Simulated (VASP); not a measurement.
# Yb4HOs (F-43m) in VASP: further runs

Runs on Yb4HOs. Level: PBE. Tasks: single point.

Everything below comes from runs of VASP 6.6.1. Logs are shortened: lines on timing, memory, paths and dates and some standing lists are left out, and cuts for length are marked.

## Step 1: The cell of the first run

It takes space group F-43m (No. 216, cubic). Conventional cell: a = 7.676 Å, b = 7.676 Å, c = 7.676 Å, α = 90.00°, β = 90.00°, γ = 90.00°. Within 2.2 Å of Yb (site symmetry 3m) lie 1 H at 1.69 Å. Within 2.2 Å of H (site symmetry -43m) lie 4 Yb at 1.69 Å. Os (site symmetry -43m) has 12 Yb at 3.18 Å and 6 H at 3.84 Å within 4.2 Å.

## Step 2: Single point, PBE

INCAR

```
SYSTEM = Yb4HOs
ALGO = Normal ; EDIFF = 1E-6
ENCUT = 520 ; GGA = PE
ISIF = 2 ; ISMEAR = 0
LASPH = .TRUE. ; LCHARG = .FALSE.
LREAL = .FALSE. ; LWAVE = .FALSE.
NBANDS = 62 ; NELM = 60
PREC = Accurate ; SIGMA = 0.1
```

KPOINTS

```
k-points
0
G
  4 4 4
  0 0 0
```

POSCAR

```
Yb4HOs
1.0
    0.0000000000      3.8381025700      3.8381025700
    3.8381025700      0.0000000000      3.8381025700
    3.8381025700      3.8381025700      0.0000000000
Yb H Os
4 1 1
Direct
    0.6189999900      0.1270000000      0.1270000000
    0.1270000000      0.1270000000      0.1270000000
    0.1270000000      0.6189999900      0.1270000000
    0.1270000000      0.1270000000      0.6189999900
    0.0000000000      0.0000000000      0.0000000000
    0.5000000000      0.5000000000      0.5000000000
```

Potentials or basis: VASP PAW PBE potentials, release 64 (Yb, H, Os).

On the command line:

```sh
cat potpaw_PBE.64/Yb/POTCAR potpaw_PBE.64/H/POTCAR potpaw_PBE.64/Os/POTCAR > POTCAR
mpirun -np 1 vasp_std > vasp.out
```

OUTCAR:

```text
SYSTEM = Yb4HOs
   EDIFF = 1E-6
   ENCUT = 520
   GGA = PE
   ISIF = 2
   ISMEAR = 0
   LASPH = .TRUE.
   LREAL = .FALSE.
   NELM = 60
   PREC = Accurate

 ion  position               nearest neighbor table
   1  0.619  0.127  0.127-   5 1.69   3 2.67   4 2.67   2 2.67   4 2.76   3 2.76   2 2.76   6 3.18
                             6 3.18   6 3.18
   2  0.127  0.127  0.127-   5 1.69   3 2.67   4 2.67   1 2.67   4 2.76   3 2.76   1 2.76   6 3.18
                             6 3.18   6 3.18
   3  0.127  0.619  0.127-   5 1.69   2 2.67   4 2.67   1 2.67   2 2.76   4 2.76   1 2.76   6 3.18
                             6 3.18   6 3.18
   4  0.127  0.127  0.619-   5 1.69   2 2.67   3 2.67   1 2.67   2 2.76   3 2.76   1 2.76   6 3.18
                             6 3.18   6 3.18
   5  0.000  0.000  0.000-   2 1.69   1 1.69   3 1.69   4 1.69
   6  0.500  0.500  0.500-   3 3.18   4 3.18   1 3.18   4 3.18   1 3.18   3 3.18   2 3.18   2 3.18
                             2 3.18   1 3.18   3 3.18   4 3.18

  LATTYP: Found a face centered cubic cell.
 ALAT       =     7.6762051400

  Lattice vectors:

 A1 = (   0.0000000000,   3.8381025700,   3.8381025700)
 A2 = (   3.8381025700,   0.0000000000,   3.8381025700)
 A3 = (   3.8381025700,   3.8381025700,   0.0000000000)

Analysis of symmetry for initial positions (statically):
=====================================================================
 Subroutine PRICEL returns:
 Original cell was already a primitive cell.

 Routine SETGRP: Setting up the symmetry group for a
 face centered cubic supercell.

 Subroutine GETGRP returns: Found 24 space group operations
 (whereof 24 operations were pure point group operations)
 out of a pool of 48 trial point group operations.

The static configuration has the point symmetry T_d .

Analysis of symmetry for dynamics (positions and initial velocities):
=====================================================================
 Subroutine PRICEL returns:
 Original cell was already a primitive cell.

 Routine SETGRP: Setting up the symmetry group for a
 face centered cubic supercell.

 Subroutine GETGRP returns: Found 24 space group operations
 (whereof 24 operations were pure point group operations)
 out of a pool of 48 trial point group operations.

The dynamic configuration has the point symmetry T_d .

 Subroutine INISYM returns: Found 24 space group operations
 (whereof 24 operations are pure point group operations),
 and found     1 'primitive' translations

----------------------------------------------------------------------------------------

                                     Primitive cell

  volume of cell :     113.0784

  direct lattice vectors                    reciprocal lattice vectors
     0.000000000  3.838102570  3.838102570    -0.130272704  0.130272704  0.130272704
     3.838102570  0.000000000  3.838102570     0.130272704 -0.130272704  0.130272704
     3.838102570  3.838102570  0.000000000     0.130272704  0.130272704 -0.130272704

  length of vectors
     5.427896708  5.427896708  5.427896708     0.225638942  0.225638942  0.225638942

  position of ions in fractional coordinates (direct lattice)
     0.618999990  0.127000000  0.127000000
     0.127000000  0.127000000  0.127000000
     0.127000000  0.618999990  0.127000000
     0.127000000  0.127000000  0.618999990
     0.000000000  0.000000000  0.000000000
     0.500000000  0.500000000  0.500000000

  ion indices of the primitive-cell ions
   primitive index   ion index
                 1           1
                 2           2
                 3           3
                 4           4
                 5           5
                 6           6

----------------------------------------------------------------------------------------

 KPOINTS: k-points

Automatic generation of k-mesh.
 Grid dimensions read from file:
 generate k-points for:    4    4    4

 Generating k-lattice:

  Cartesian coordinates                     Fractional coordinates (reciprocal lattice)
    -0.032568176  0.032568176  0.032568176     0.250000000  0.000000000  0.000000000
     0.032568176 -0.032568176  0.032568176     0.000000000  0.250000000  0.000000000
     0.032568176  0.032568176 -0.032568176     0.000000000  0.000000000  0.250000000

  Length of vectors
     0.056409736  0.056409736  0.056409736

  Shift w.r.t. Gamma in fractional coordinates (k-lattice)
     0.000000000  0.000000000  0.000000000

 Subroutine IBZKPT returns following result:
 ===========================================

 Found      8 irreducible k-points:

 Following reciprocal coordinates:
            Coordinates               Weight
  0.000000  0.000000  0.000000      1.000000
  0.250000  0.000000  0.000000      8.000000
  0.500000  0.000000  0.000000      4.000000
  0.250000  0.250000  0.000000      6.000000
  0.500000  0.250000  0.000000     24.000000
 -0.250000  0.250000  0.000000     12.000000
  0.500000  0.500000  0.000000      3.000000
 -0.250000  0.500000  0.250000      6.000000
   k-points           NKPTS =      8   k-points in BZ     NKDIM =      8   number of bands    NBANDS=     62
   number of dos      NEDOS =    301   number of ions     NIONS =      6
   total plane-waves  NPLWV =  64000
   dimension x,y,z NGX =    40 NGY =   40 NGZ =   40
   dimension x,y,z NGXF=    80 NGYF=   80 NGZF=   80
   ions per type =               4   1   1
   NGX,Y,Z   is equivalent  to a cutoff of  12.25, 12.25, 12.25 a.u.
   NGXF,Y,Z  is equivalent  to a cutoff of  24.50, 24.50, 24.50 a.u.
 SYSTEM =  Yb4HOs
   PREC   = accura    normal or accurate (medium, high low for compatibility)
   ISTART =      0    job   : 0-new  1-cont  2-samecut
   ICHARG =      2    charge: 1-file 2-atom 10-const
   ISPIN  =      1    spin polarized calculation?
   LNONCOLLINEAR =      F non collinear calculations
   LSORBIT =      F    spin-orbit coupling
   LASPH  =      T    aspherical Exc in radial PAW
   ENCUT  =  520.0 eV  38.22 Ry    6.18 a.u.  10.09 10.09 10.09*2*pi/ulx,y,z
   NELM   =     60;   NELMIN=  2; NELMDL= -5     # of ELM steps
   EDIFF  = 0.1E-05   stopping-criterion for ELM
   LREAL  =      F    real-space projection
   EDIFFG = 0.1E-04   stopping-criterion for IOM
   NSW    =      0    number of steps for IOM
   IBRION =     -1    ionic relax: 0-MD 1-quasi-New 2-CG
   NFREE  =      0    steps in history (QN), initial steepest desc. (CG)
   ISIF   =      2    stress and relaxation
   ISYM   =      2    0-nonsym 1-usesym 2-fastsym
   POTIM  = 0.5000    time-step for ionic-motion
   TEBEG  =    0.0;   TEEND  =   0.0 temperature during run
   PSTRESS=    0.0 pullay stress
   NELECT =     105.0000    total number of electrons
   NUPDOWN=      -1.0000    fix difference up-down
   EMIN   =  10.00;   EMAX   =-10.00  energy-range for DOS
   EFERMI =   0.00;   METHOD = LEGACY
   ISMEAR =     0;   SIGMA  =   0.10  broadening in eV -4-tet -1-fermi 0-gaus
   EFERMI_NEDOS =   21; number of points for ismear=-14 and -15
   IALGO  =     38    algorithm
   IMIX   =      4    mixing-type and parameters
     AMIX     =   0.40;   BMIX     =  1.00
     AMIX_MAG =   1.60;   BMIX_MAG =  1.00
  volume/ion in A,a.u.               =      18.85       127.18
  Fermi-wavevector in a.u.,A,eV,Ry     =   1.597146  3.018169 34.706777  2.550876
  Thomas-Fermi vector in A             =   2.694798
   LORBIT       =      0    0 simple, 1 ext, 2 COOP (PROOUT), +10 PAW based schemes
   GGA     = PE    functional components
   LHFCALC =     F    Hartree Fock is set to
   AEXX    =    0.0000 exact exchange contribution
   IVDW    =     0    specifies the selected vdW correction
   LEPSILON=     F    determine dielectric tensor
   LRPA    =     F    only Hartree local field effects (RPA)
 non-spin polarized calculation
 Gauss-broadening in eV      SIGMA  =   0.10
  energy-cutoff  :      520.00
  volume of cell :      113.08
 maximum number of plane-waves:      3071
   NGX = 21   NGY = 21   NGZ = 21

 number of electron     105.0000004 magnetization

 Free energy of the ion-electron system (eV)
  ---------------------------------------------------
  ext. energy  EPLUGINS =         0.00000000
  ---------------------------------------------------
  free energy    TOTEN  =       -19.11341036 eV

  energy without entropy =      -19.07782117  energy(sigma->0) =      -19.09561577

 E-fermi :   2.9933     XC(G=0): -11.4615

 val. band max:        2.9931726032   @ k =  -0.2500   0.2500   0.0000
 cond. band min:       3.0044646904   @ k =  -0.2500   0.5000   0.2500
 fundamental gap:      0.0112920872
 Fermi energy:         2.9933090119

 k-point     1 :       0.0000    0.0000    0.0000
  band No.  band energies     occupation
      1     -49.0769      2.00000
      2     -48.5515      2.00000
      3     -48.5515      2.00000
      4     -48.5515      2.00000
      5     -24.5497      2.00000
      6     -22.1356      2.00000
[... 54 lines left out ...]
     61       8.6778      0.00000
     62       8.6778      0.00000

 k-point     2 :       0.2500    0.0000    0.0000
  band No.  band energies     occupation
      1     -49.0249      2.00000
      2     -48.6085      2.00000
      3     -48.5517      2.00000
      4     -48.5517      2.00000
      5     -24.2362      2.00000
      6     -22.0967      2.00000
[... 54 lines left out ...]
     61       7.4374      0.00000
     62       7.7125      0.00000

 k-point     3 :       0.5000    0.0000    0.0000
  band No.  band energies     occupation
      1     -48.9523      2.00000
      2     -48.6862      2.00000
      3     -48.5519      2.00000
      4     -48.5519      2.00000
      5     -23.8315      2.00000
      6     -21.9311      2.00000
[... 314 lines left out ...]
     61       6.4621      0.00000
     62       6.8504      0.00000

 k-point     8 :      -0.2500    0.5000    0.2500
  band No.  band energies     occupation
      1     -48.8494      2.00000
      2     -48.7919      2.00000
      3     -48.5525      2.00000
      4     -48.5524      2.00000
      5     -23.1015      2.00000
      6     -22.8789      2.00000
[... 54 lines left out ...]
     61       6.3970      0.00000
     62       6.4306      0.00000

------------------------ aborting loop because EDIFF is reached ----------------------------------------

  FORCE on cell =-STRESS in cart. coord.  units (eV):
  Direction    XX          YY          ZZ          XY          YZ          ZX
  --------------------------------------------------------------------------------------
  -------------------------------------------------------------------------------------
  Total       17.8186564     17.8186564     17.8186564      0.0000000      0.0000000     -0.0000000
  in kB      252.4676914    252.4676914    252.4676914      0.0000000      0.0000000     -0.0000000
  external PRESSURE =     252.4676914 kB  Pullay stress =       0.0000000 kB

 VOLUME and BASIS-vectors are now :
 -----------------------------------------------------------------------------
  energy-cutoff  :      520.00
  volume of cell :      113.08
      direct lattice vectors                 reciprocal lattice vectors
     0.000000000  3.838102570  3.838102570    -0.130272704  0.130272704  0.130272704
     3.838102570  0.000000000  3.838102570     0.130272704 -0.130272704  0.130272704
     3.838102570  3.838102570  0.000000000     0.130272704  0.130272704 -0.130272704

 POSITION                                       TOTAL-FORCE (eV/Angst)
 -----------------------------------------------------------------------------------
      0.97488      2.86322      2.86322         1.345742     -1.345742     -1.345742
      0.97488      0.97488      0.97488         1.345742      1.345742      1.345742
      2.86322      0.97488      2.86322        -1.345742      1.345742     -1.345742
      2.86322      2.86322      0.97488        -1.345742     -1.345742      1.345742
      0.00000      0.00000      0.00000        -0.000000     -0.000000     -0.000000
      3.83810      3.83810      3.83810        -0.000000     -0.000000     -0.000000
 -----------------------------------------------------------------------------------
    total drift:                                0.000270      0.000270      0.000270

  FREE ENERGIE OF THE ION-ELECTRON SYSTEM (eV)
  ---------------------------------------------------
  free  energy   TOTEN  =       -19.1134103632 eV

  energy  without entropy=      -19.0778211693  energy(sigma->0) =      -19.09561577
```

It took 2.4 min on 1 thread of Intel Xeon 6975P-C (Granite Rapids), shared host; peak memory 0.27 GiB.

What came out:

- Free energy: -19.1134 eV
- Pressure: 25.2 GPa
- Largest force: 2.331 eV/Å

Forces in eV/Å, atoms in the order of the input:
```
Yb   1.346 -1.346 -1.346
Yb   1.346  1.346  1.346
Yb  -1.346  1.346 -1.346
Yb  -1.346 -1.346  1.346
H    0.000  0.000  0.000
Os   0.000  0.000  0.000
```

Caveat: spin-orbit coupling is left out, which moves the levels of the heavy elements; without U or exact exchange the open f shell lies at the Fermi level, which spoils levels, moments and volumes; forces of over 1 eV/Å act on the atoms, so gaps and moduli don't describe the material at rest. Spin polarisation is off, so any magnetic state and its effect on volume and gap are missing.

## Step 3: Single point, PBE

This run uses another cell than the first one, of 29.09 Å³/atom, 1.543 times its volume.

INCAR

```
SYSTEM = Yb4HOs
ALGO = Normal ; EDIFF = 1E-7
ENCUT = 520 ; GGA = PE
ISIF = 2 ; ISMEAR = 0
LASPH = .TRUE. ; LCHARG = .TRUE.
LELF = .TRUE. ; LREAL = .FALSE.
LVHAR = .TRUE. ; LWAVE = .FALSE.
NBANDS = 62 ; NELM = 80
PREC = Accurate ; SIGMA = 0.1
```

KPOINTS is that of step 2.

POSCAR

```
Yb4HOs
1.0
    0.0000000000      4.4355111118      4.4355111118
    4.4355111118      0.0000000000      4.4355111118
    4.4355111118      4.4355111118      0.0000000000
Yb H Os
4 1 1
Direct
    0.6138323484      0.1287225505      0.1287225505
    0.1287225505      0.1287225505      0.1287225505
    0.1287225505      0.6138323484      0.1287225505
    0.1287225505      0.1287225505      0.6138323484
    0.0000000000      0.0000000000      0.0000000000
    0.5000000000      0.5000000000      0.5000000000
```

Potentials or basis: VASP PAW PBE potentials, release 64 (Yb, H, Os).

On the command line:

```sh
cat potpaw_PBE.64/Yb/POTCAR potpaw_PBE.64/H/POTCAR potpaw_PBE.64/Os/POTCAR > POTCAR
mpirun -np 1 vasp_std > vasp.out
```

Wall time 6.8 min (1 thread of Intel Xeon 6975P-C (Granite Rapids), shared host); peak memory 0.37 GiB.

It converged, with:

| Item | Value |
| --- | --- |
| Free energy | -22.5146 eV |
| Pressure | -0.2 GPa |
| Largest force | 0.059 eV/Å |

Forces in eV/Å, atoms in the order of the input:
```
Yb  -0.034  0.034  0.034
Yb  -0.034 -0.034 -0.034
Yb   0.034 -0.034  0.034
Yb   0.034  0.034 -0.034
H    0.000  0.000  0.000
Os   0.000  0.000  0.000
```

Levels at points of the mesh, in eV from the Fermi level:
| k point | band 50 | band 51 | band 52 | band 53 | band 54 | band 55 |
| --- | --- | --- | --- | --- | --- | --- |
| (0.00, 0.00, 0.00) | -0.32 | -0.29 | -0.09 | -0.09 | -0.09 | 0.36 |
| (0.50, 0.00, 0.00) | -0.30 | -0.30 | -0.30 | 0.31 | 0.68 | 0.68 |
| (0.50, 0.50, 0.00) | -0.32 | -0.32 | -0.29 | 0.03 | 0.03 | 0.48 |

Caveat: spin-orbit coupling is left out, which moves the levels of the heavy elements; without U or exact exchange the open f shell lies at the Fermi level, which spoils levels, moments and volumes. Spin polarisation is off, so any magnetic state and its effect on volume and gap are missing.
